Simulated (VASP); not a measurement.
Wanted: the native input for a VASP 6.6.1 run.

```yaml
Task: single point
Functional: PBE
Potentials_or_basis: VASP PAW PBE potentials, release 64 (Cl, Na_pv)
Cutoff: 520 eV
k_mesh: 8 × 8 × 8
Occupations: fermi-dirac, width 0.05 eV
Spin: no spin polarisation
Dipole_correction: no
Further_INCAR_settings: ALGO = Normal; EDIFF = 1e-07; NBANDS = 14
```

The structure of NaCl lies in POSCAR:

```
NaCl
1.0
    3.4306966741      0.0000000000      0.0000000000
    0.0000000000      3.4306966741      0.0000000000
    0.0000000000      0.0000000000      3.4306966741
Cl Na
1 1
Direct
    0.5000000000      0.5000000000      0.5000000000
    0.0000000000      0.0000000000      0.0000000000
```

These files were run (other wordings do the same):

INCAR

```
PREC = Accurate
ENCUT = 520
EDIFF = 1E-7
ISMEAR = -1
SIGMA = 0.05
LREAL = False
LASPH = True
NELM = 100
ALGO = Normal
ISIF = 2
LWAVE = False
LCHARG = True
GGA = PE
LELF = True
LVHAR = True
NBANDS = 14
```

KPOINTS

```
Automatic mesh
0
Gamma
  8 8 8
```

Potentials or basis: VASP PAW PBE potentials, release 64 (Cl, Na_pv).

The run is started by

```sh
$ cat potpaw_PBE.64/Cl/POTCAR potpaw_PBE.64/Na_pv/POTCAR > POTCAR
$ mpirun -np 1 vasp_std > vasp.out
```

It gave:

* Pressure: 1.9 GPa
* Band gap on the k mesh: 4.20 eV, indirect (least direct gap 4.74 eV)

Wall time 11 s on 1 thread of AMD EPYC 9R45 96-Core Processor (Zen 5), with other jobs on the host, peak memory 0.13 GiB.
